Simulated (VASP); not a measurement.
# MgS (Fm-3m) in VASP: notebook

The runs below take MgS through single point, with PBE.

Everything below comes from runs of VASP 6.6.1. Logs are shortened: lines on timing, memory, paths and dates and some standing lists are left out, and cuts for length are marked.

## 1. The cell of the first run

It takes space group Fm-3m (No. 225, cubic). The conventional cell has a = 5.230 Å, b = 5.230 Å, c = 5.230 Å, α = 90.00°, β = 90.00°, γ = 90.00°. Within 3.4 Å of Mg (site symmetry m-3m) lie 6 S at 2.61 Å. Within 3.4 Å of S (site symmetry m-3m) lie 6 Mg at 2.61 Å.

## 2. Single point, PBE

INCAR reads:

```
SYSTEM = MgS
  PREC = Accurate
  ENCUT = 520
  EDIFF = 1E-6
  ISMEAR = 0
  SIGMA = 0.02
  LREAL = .FALSE.
  LASPH = .TRUE.
  NELM = 60
  ALGO = Normal
  ISIF = 2
  LWAVE = .FALSE.
  LCHARG = .TRUE.
  GGA = PE
  LELF = .TRUE.
  LVHAR = .TRUE.
  NBANDS = 11
```

KPOINTS reads:

```
regular mesh
0
G
  8 8 8
  0 0 0
```

POSCAR reads:

```
MgS
1.0
    0.0000000000      2.6148576661      2.6148576661
    2.6148576661      0.0000000000      2.6148576661
    2.6148576661      2.6148576661      0.0000000000
Mg S
1 1
Direct
    0.0000000000      0.0000000000      0.0000000000
    0.5000000000      0.5000000000      0.5000000000
```

Potentials or basis: VASP PAW PBE potentials, release 64 (Mg, S).

Started as:

```bash
> cat potpaw_PBE.64/Mg/POTCAR potpaw_PBE.64/S/POTCAR > POTCAR
> mpirun -np 1 vasp_std > vasp.out
```

OUTCAR:

```text
SYSTEM = MgS
   PREC = Accurate
   ENCUT = 520
   EDIFF = 1E-6
   ISMEAR = 0
   LREAL = .FALSE.
   LASPH = .TRUE.
   NELM = 60
   ISIF = 2
   GGA = PE

 ion  position               nearest neighbor table
   1  0.000  0.000  0.000-   2 2.61   2 2.61   2 2.61   2 2.61   2 2.61   2 2.61
   2  0.500  0.500  0.500-   1 2.61   1 2.61   1 2.61   1 2.61   1 2.61   1 2.61

  LATTYP: Found a face centered cubic cell.
 ALAT       =     5.2297153322

  Lattice vectors:

 A1 = (   0.0000000000,   2.6148576661,   2.6148576661)
 A2 = (   2.6148576661,   0.0000000000,   2.6148576661)
 A3 = (   2.6148576661,   2.6148576661,   0.0000000000)

Analysis of symmetry for initial positions (statically):
=====================================================================
 Subroutine PRICEL returns:
 Original cell was already a primitive cell.

 Routine SETGRP: Setting up the symmetry group for a
 face centered cubic supercell.

 Subroutine GETGRP returns: Found 48 space group operations
 (whereof 48 operations were pure point group operations)
 out of a pool of 48 trial point group operations.

The static configuration has the point symmetry O_h .

Analysis of symmetry for dynamics (positions and initial velocities):
=====================================================================
 Subroutine PRICEL returns:
 Original cell was already a primitive cell.

 Routine SETGRP: Setting up the symmetry group for a
 face centered cubic supercell.

 Subroutine GETGRP returns: Found 48 space group operations
 (whereof 48 operations were pure point group operations)
 out of a pool of 48 trial point group operations.

The dynamic configuration has the point symmetry O_h .

 Subroutine INISYM returns: Found 48 space group operations
 (whereof 48 operations are pure point group operations),
 and found     1 'primitive' translations

----------------------------------------------------------------------------------------

                                     Primitive cell

  volume of cell :      35.7581

  direct lattice vectors                    reciprocal lattice vectors
     0.000000000  2.614857666  2.614857666    -0.191214997  0.191214997  0.191214997
     2.614857666  0.000000000  2.614857666     0.191214997 -0.191214997  0.191214997
     2.614857666  2.614857666  0.000000000     0.191214997  0.191214997 -0.191214997

  length of vectors
     3.697967175  3.697967175  3.697967175     0.331194089  0.331194089  0.331194089

  position of ions in fractional coordinates (direct lattice)
     0.000000000  0.000000000  0.000000000
     0.500000000  0.500000000  0.500000000

  ion indices of the primitive-cell ions
   primitive index   ion index
                 1           1
                 2           2

----------------------------------------------------------------------------------------

 KPOINTS: regular mesh

Automatic generation of k-mesh.
 Grid dimensions read from file:
 generate k-points for:    8    8    8

 Generating k-lattice:

  Cartesian coordinates                     Fractional coordinates (reciprocal lattice)
    -0.023901875  0.023901875  0.023901875     0.125000000  0.000000000  0.000000000
     0.023901875 -0.023901875  0.023901875     0.000000000  0.125000000  0.000000000
     0.023901875  0.023901875 -0.023901875     0.000000000  0.000000000  0.125000000

  Length of vectors
     0.041399261  0.041399261  0.041399261

  Shift w.r.t. Gamma in fractional coordinates (k-lattice)
     0.000000000  0.000000000  0.000000000

 Subroutine IBZKPT returns following result:
 ===========================================

 Found     29 irreducible k-points:

 Following reciprocal coordinates:
            Coordinates               Weight
  0.000000  0.000000  0.000000      1.000000
  0.125000  0.000000  0.000000      8.000000
  0.250000  0.000000  0.000000      8.000000
  0.375000  0.000000  0.000000      8.000000
  0.500000  0.000000  0.000000      4.000000
  0.125000  0.125000  0.000000      6.000000
[... 16 lines left out ...]
  0.500000  0.250000  0.125000     48.000000
 -0.375000  0.250000  0.125000     24.000000
 [... further k-points ...]
   k-points           NKPTS =     29   k-points in BZ     NKDIM =     29   number of bands    NBANDS=     11
   number of dos      NEDOS =    301   number of ions     NIONS =      2
   total plane-waves  NPLWV =  21952
   dimension x,y,z NGX =    28 NGY =   28 NGZ =   28
   dimension x,y,z NGXF=    56 NGYF=   56 NGZF=   56
   ions per type =               1   1
   NGX,Y,Z   is equivalent  to a cutoff of  12.59, 12.59, 12.59 a.u.
   NGXF,Y,Z  is equivalent  to a cutoff of  25.18, 25.18, 25.18 a.u.
 SYSTEM =  MgS
   PREC   = accura    normal or accurate (medium, high low for compatibility)
   ISTART =      0    job   : 0-new  1-cont  2-samecut
   ICHARG =      2    charge: 1-file 2-atom 10-const
   ISPIN  =      1    spin polarized calculation?
   LNONCOLLINEAR =      F non collinear calculations
   LSORBIT =      F    spin-orbit coupling
   LASPH  =      T    aspherical Exc in radial PAW
   ENCUT  =  520.0 eV  38.22 Ry    6.18 a.u.   6.88  6.88  6.88*2*pi/ulx,y,z
   NELM   =     60;   NELMIN=  2; NELMDL= -5     # of ELM steps
   EDIFF  = 0.1E-05   stopping-criterion for ELM
   LREAL  =      F    real-space projection
   EDIFFG = 0.1E-04   stopping-criterion for IOM
   NSW    =      0    number of steps for IOM
   IBRION =     -1    ionic relax: 0-MD 1-quasi-New 2-CG
   NFREE  =      0    steps in history (QN), initial steepest desc. (CG)
   ISIF   =      2    stress and relaxation
   ISYM   =      2    0-nonsym 1-usesym 2-fastsym
   POTIM  = 0.5000    time-step for ionic-motion
   TEBEG  =    0.0;   TEEND  =   0.0 temperature during run
   PSTRESS=    0.0 pullay stress
   NELECT =       8.0000    total number of electrons
   NUPDOWN=      -1.0000    fix difference up-down
   EMIN   =  10.00;   EMAX   =-10.00  energy-range for DOS
   EFERMI =   0.00;   METHOD = LEGACY
   ISMEAR =     0;   SIGMA  =   0.02  broadening in eV -4-tet -1-fermi 0-gaus
   EFERMI_NEDOS =   21; number of points for ismear=-14 and -15
   IALGO  =     38    algorithm
   IMIX   =      4    mixing-type and parameters
     AMIX     =   0.40;   BMIX     =  1.00
     AMIX_MAG =   1.60;   BMIX_MAG =  1.00
  volume/ion in A,a.u.               =      17.88       120.65
  Fermi-wavevector in a.u.,A,eV,Ry     =   0.993833  1.878072 13.438531  0.987704
  Thomas-Fermi vector in A             =   2.125742
   LORBIT       =      0    0 simple, 1 ext, 2 COOP (PROOUT), +10 PAW based schemes
   GGA     = PE    functional components
   LHFCALC =     F    Hartree Fock is set to
   AEXX    =    0.0000 exact exchange contribution
   IVDW    =     0    specifies the selected vdW correction
   LEPSILON=     F    determine dielectric tensor
   LRPA    =     F    only Hartree local field effects (RPA)
 non-spin polarized calculation
 Gauss-broadening in eV      SIGMA  =   0.02
  energy-cutoff  :      520.00
  volume of cell :       35.76
 maximum number of plane-waves:       982
   NGX = 13   NGY = 13   NGZ = 13

 number of electron       8.0000000 magnetization

 Free energy of the ion-electron system (eV)
  ---------------------------------------------------
  ext. energy  EPLUGINS =         0.00000000
  ---------------------------------------------------
  free energy    TOTEN  =        -8.50292133 eV

  energy without entropy =       -8.50292133  energy(sigma->0) =       -8.50292133

 E-fermi :   3.7606     XC(G=0):  -9.6257

 val. band max:        3.5909174998   @ k =   0.0000   0.0000   0.0000
 cond. band min:       6.3331015278   @ k =   0.5000   0.5000   0.0000
 fundamental gap:      2.7421840279
 Fermi energy:         3.7606435230

 k-point     1 :       0.0000    0.0000    0.0000
  band No.  band energies     occupation
      1      -8.9905      2.00000
      2       3.5909      2.00000
      3       3.5909      2.00000
      4       3.5909      2.00000
      5       7.1822      0.00000
      6      11.5545      0.00000
      7      11.5545      0.00000
      8      11.5545      0.00000
      9      13.9233      0.00000
     10      13.9233      0.00000
     11      16.0927      0.00000

 k-point     2 :       0.1250    0.0000    0.0000
  band No.  band energies     occupation
      1      -8.8431      2.00000
      2       2.5531      2.00000
      3       3.4932      2.00000
      4       3.4932      2.00000
      5       7.9903      0.00000
      6      11.2243      0.00000
      7      11.7943      0.00000
      8      11.7943      0.00000
      9      13.2774      0.00000
     10      13.2774      0.00000
     11      16.1736      0.00000

 k-point     3 :       0.2500    0.0000    0.0000
  band No.  band energies     occupation
      1      -8.4454      2.00000
      2       0.8219      2.00000
      3       3.2796      2.00000
      4       3.2796      2.00000
      5       8.4925      0.00000
      6      11.3937      0.00000
      7      11.3937      0.00000
      8      11.8096      0.00000
      9      13.8546      0.00000
     10      13.8546      0.00000
     11      15.3781      0.00000

 k-point     4 :       0.3750    0.0000    0.0000
  band No.  band energies     occupation
      1      -7.9622      2.00000
      2      -0.5929      2.00000
      3       3.0911      2.00000
      4       3.0911      2.00000
      5       8.2502      0.00000
      6      10.7260      0.00000
      7      10.7260      0.00000
      8      13.1952      0.00000
      9      15.1072      0.00000
     10      15.7946      0.00000
     11      15.7946      0.00000
[... 239 lines left out ...]
 k-point    22 :       0.3750    0.2500    0.1250
  band No.  band energies     occupation
      1      -8.1348      2.00000
      2       0.5624      2.00000
      3       2.1711      2.00000
      4       2.9343      2.00000
      5       9.3143      0.00000
      6      10.0957      0.00000
      7      10.6302      0.00000
      8      12.7197      0.00000
      9      13.6854      0.00000
     10      16.4933      0.00000
     11      18.3503      0.00000

 k-point    23 :       0.5000    0.2500    0.1250
  band No.  band energies     occupation
      1      -7.7277      2.00000
      2      -0.2569      2.00000
      3       1.6430      2.00000
      4       2.6279      2.00000
      5       9.1667      0.00000
      6       9.9510      0.00000
      7      11.3687      0.00000
      8      12.5154      0.00000
      9      15.1764      0.00000
     10      17.7610      0.00000
     11      18.3775      0.00000

 k-point    24 :      -0.3750    0.2500    0.1250
  band No.  band energies     occupation
      1      -7.5339      2.00000
      2      -0.6378      2.00000
      3       1.5015      2.00000
      4       2.4696      2.00000
      5       9.1235      0.00000
      6       9.6682      0.00000
      7      11.9597      0.00000
      8      12.9361      0.00000
      9      15.7900      0.00000
     10      16.7597      0.00000
     11      19.0580      0.00000

 [... further k-points ...]

------------------------ aborting loop because EDIFF is reached ----------------------------------------

  FORCE on cell =-STRESS in cart. coord.  units (eV):
  Direction    XX          YY          ZZ          XY          YZ          ZX
  --------------------------------------------------------------------------------------
  -------------------------------------------------------------------------------------
  Total       -0.0654476     -0.0654476     -0.0654476      0.0000000      0.0000000      0.0000000
  in kB       -2.9324449     -2.9324449     -2.9324449      0.0000000      0.0000000      0.0000000
  external PRESSURE =      -2.9324449 kB  Pullay stress =       0.0000000 kB

 VOLUME and BASIS-vectors are now :
 -----------------------------------------------------------------------------
  energy-cutoff  :      520.00
  volume of cell :       35.76
      direct lattice vectors                 reciprocal lattice vectors
     0.000000000  2.614857666  2.614857666    -0.191214997  0.191214997  0.191214997
     2.614857666  0.000000000  2.614857666     0.191214997 -0.191214997  0.191214997
     2.614857666  2.614857666  0.000000000     0.191214997  0.191214997 -0.191214997

 POSITION                                       TOTAL-FORCE (eV/Angst)
 -----------------------------------------------------------------------------------
      0.00000      0.00000      0.00000        -0.000000     -0.000000      0.000000
      2.61486      2.61486      2.61486         0.000000      0.000000      0.000000
 -----------------------------------------------------------------------------------
    total drift:                                0.000000      0.000000      0.000000

  FREE ENERGIE OF THE ION-ELECTRON SYSTEM (eV)
  ---------------------------------------------------
  free  energy   TOTEN  =        -8.5029213333 eV

  energy  without entropy=       -8.5029213333  energy(sigma->0) =       -8.50292133
```

Wall time 16 s (1 thread of Intel Xeon 8259CL, shared host); peak memory 0.16 GiB.

Results:

```yaml
Free_energy: -8.5029 eV
Pressure: -0.3 GPa
Band_gap_on_the_k_mesh: 2.74 eV, indirect (least direct gap 3.59 eV)
```

Levels at points of the mesh, in eV from the valence-band top:
| k point | band 1 | band 2 | band 3 | band 4 | band 5 | band 6 | band 7 | band 8 | band 9 |
| --- | --- | --- | --- | --- | --- | --- | --- | --- | --- |
| (0.00, 0.00, 0.00) | -12.58 | 0.00 | 0.00 | 0.00 | 3.59 | 7.96 | 7.96 | 7.96 | 10.33 |
| (0.50, 0.00, 0.00) | -11.31 | -4.75 | -0.57 | -0.57 | 4.53 | 6.89 | 6.89 | 9.95 | 12.07 |
| (0.50, 0.50, 0.00) | -10.96 | -4.11 | -1.65 | -1.65 | 2.74 | 4.44 | 11.85 | 12.78 | 13.22 |

(Part 1 of 2 ends here.)
